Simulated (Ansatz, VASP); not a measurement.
AgCl in VASP and in Ansatz

Contents of INCAR:

```
ALGO     = Normal         # electronic algorithm
EDIFF    = 1E-6           # SCF threshold, eV
ENCUT    = 520            # plane-wave cutoff, eV
GGA      = PS             # functional
ISIF     = 2              # what is computed and relaxed
ISMEAR   = 0              # smearing method
LASPH    = T              # aspherical terms in the spheres
LCHARG   = F              # write CHGCAR
LREAL    = F              # projectors in reciprocal space
LWAVE    = F              # write WAVECAR
NBANDS   = 16             # bands
NELM     = 100            # most SCF steps
PREC     = Accurate       # precision mode
SIGMA    = 0.05           # smearing width, eV
```

KPOINTS

```
k-points
0
Gamma
  10 10 10
```

POSCAR

```
AgCl
1.0
    3.4339730000      0.0000000000      0.0000000000
    0.0000000000      3.4339730000      0.0000000000
    0.0000000000      0.0000000000      3.4339730000
Ag Cl
1 1
Direct
    0.0000000000      0.0000000000      0.0000000000
    0.4453985224      0.5000000000      0.5000000000
```

Input for Ansatz:

```yaml
crystal:
  lattice:
    - [3.433973, 0.0, 0.0]
    - [0.0, 3.433973, 0.0]
    - [0.0, 0.0, 3.433973]
  atoms:
    - { symbol: Ag, position: [0.0, 0.0, 0.0] }
    - { symbol: Cl, position: [0.4453985224, 0.5, 0.5] }
basis:
  ecutwfc: 420
kpoints:
  mp_grid: { grid: [10, 10, 10] }
hamiltonian:
  xc: pbesol
scf:
  occupations: { method: gaussian, width: 0.05 }
output:
  forces: true
  stress: true
  eigenvalues: true
```

Change from the starting cell: all Cl atoms moved +0.188 Å, as atom 2 towards its neighbour atom 2 (Cl) at 3.434 Å.

Alike in both runs: task single point; functional PBEsol; k mesh 10 × 10 × 10; occupations gaussian, width 0.05 eV; no spin polarisation.

|  | VASP | Ansatz |
| --- | --- | --- |
| version | VASP 6.6.1 | Ansatz 0.2.0 |
| potentials or method | VASP PAW PBE potentials, release 64 (Ag, Cl), cutoff 520 eV | scalar-relativistic, plane waves, PAW |
| valence electrons in the cell | 18 | 26 |

|  | VASP | Ansatz | Ansatz less VASP |
| --- | --- | --- | --- |
| gap on the k mesh at the Fermi level (eV) | 0.40 | 0.40 | 0.000 |
| least direct gap on the mesh (eV) | 1.81 | 1.81 | 0.000 |
| pressure (GPa) | -4.2 | -4.1 | +0.10 |
| traceless stress, the component that is largest in VASP (GPa) | -0.11 | -0.11 | 0.000 |
| rms of the force components (eV/Å) | 0.013 | 0.012 | -0.0003 |

VASP's potentials were made for PBE, not for PBEsol. Atom by atom the forces differ by 0.000 eV/Å (rms over components). VASP's potentials hold 18 valence electrons a cell and Ansatz's 26, so a difference there can come from the potentials and not from the codes.
